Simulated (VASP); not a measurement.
Runs of VASP 6.6.1 on Re. The structure is that of space group Im-3m (No. 229), or close to it. The cells are those of the table. This isn't the form of Re at room conditions, which is hcp.

```tsv
cell	gap on the mesh (eV)	pressure (GPa)
a = 2.371 Å, angles 109.5°, 1 atom	none	(a)
a = 2.461 Å, angles 109.5°, 1 atom	none	181.3
a = 2.622 Å, angles 109.5°, 1 atom	none	35.7
a = 2.544 Å, angles 109.5°, 1 atom	none	92.3
```

Alike in all rows: task single point; level PBE; potentials or basis VASP PAW PBE potentials, release 64 (Re); no spin polarisation; k mesh 17 × 17 × 17; cutoff (eV) 520; smearing fermi-dirac 0.1 eV.

Problem. Estimate the missing entries.

Solution. (a) 322.7.

Caveats: the cell stands under pressure; spin-orbit coupling is left out, which moves the levels of the heavy elements.

A k mesh can miss the band edges, and the runs leave out spin-orbit coupling on Re.

A gap of «none» marks levels without a gap at the run's occupations.
